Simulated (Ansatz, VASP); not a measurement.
## One calculation of CaSe, two programs

```xyz
2
Lattice="3.6348 0.0000 0.0000 0.0000 3.6348 0.0000 0.0000 0.0000 3.6348" Properties=species:S:1:pos:R:3 pbc="T T T"
Ca    0.0000    0.0000    0.0000
Se    1.8174    1.8174    1.8174
```

Alike in both runs: task single point; functional PBE; k mesh 3 × 3 × 3; no spin polarisation.

|  | VASP | Ansatz |
| --- | --- | --- |
| version | VASP 6.6.1 | Ansatz 0.2.0 |
| potentials or method | VASP PAW PBE potentials, release 64 (Ca_sv, Se) | plane waves |
| plane-wave cutoff (eV) | 500 | 420 |
| occupations | gaussian, width 0.01 eV | fixed |
| valence electrons in the cell | 16 | 26 |

|  | VASP | Ansatz | Ansatz less VASP |
| --- | --- | --- | --- |
| gap on the k mesh at the Fermi level (eV) | 1.57 | 1.58 | +0.005 |
| pressure (GPa) | 1.7 | 1.6 | -0.16 |

VASP's potentials hold 16 valence electrons a cell and Ansatz's 26, so a difference there can come from the potentials and not from the codes.

The k mesh is coarse, so the values compare programs but aren't converged.
